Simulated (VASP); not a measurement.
A run of VASP 6.6.1 is set up as follows.

The input INCAR:

```
PREC     = Accurate       # precision mode
ENCUT    = 520            # plane-wave cutoff, eV
EDIFF    = 1E-6           # SCF threshold, eV
ISMEAR   = -1             # smearing method
SIGMA    = 0.05           # smearing width, eV
LREAL    = F              # projectors in reciprocal space
LASPH    = T              # aspherical terms in the spheres
NELM     = 60             # most SCF steps
ALGO     = Normal         # electronic algorithm
ISIF     = 2              # what is computed and relaxed
LWAVE    = F              # write WAVECAR
LCHARG   = F              # write CHGCAR
GGA      = PS             # functional
NBANDS   = 26             # bands
```

Contents of KPOINTS:

```
regular mesh
0
Gamma
  9 9 9
```

Contents of POSCAR:

```
NbP
1.0
   -1.6749232544      1.6749232544      5.6253060124
    1.6749232544     -1.6749232544      5.6253060124
    1.6749232544      1.6749232544     -5.6253060124
Nb P
2 2
Direct
    0.2498808000      0.7498808000      0.5000000000
    0.4998808000      0.4998808000      0.0000000000
    0.8327477700      0.3327477700      0.5000000000
    0.0827477700      0.0827477700      0.0000000000
```

Potentials or basis: VASP PAW PBE potentials, release 64 (Nb_sv, P).

Command:

```sh
$ cat potpaw_PBE.64/Nb_sv/POTCAR potpaw_PBE.64/P/POTCAR > POTCAR
$ mpirun -np 1 vasp_std > vasp.out
```

Task: Predict the largest force.

Result: 0.148 eV/Å.

Task: What does it give for the pressure?

Result: -3.2 GPa.

Stress tensor (GPa, compression positive):
```
-4.37  0.00  0.00
 0.00 -4.37  0.00
 0.00  0.00 -0.89
```

Caveat: the PAW data sets were made with another functional, which shifts forces and pressure a little.
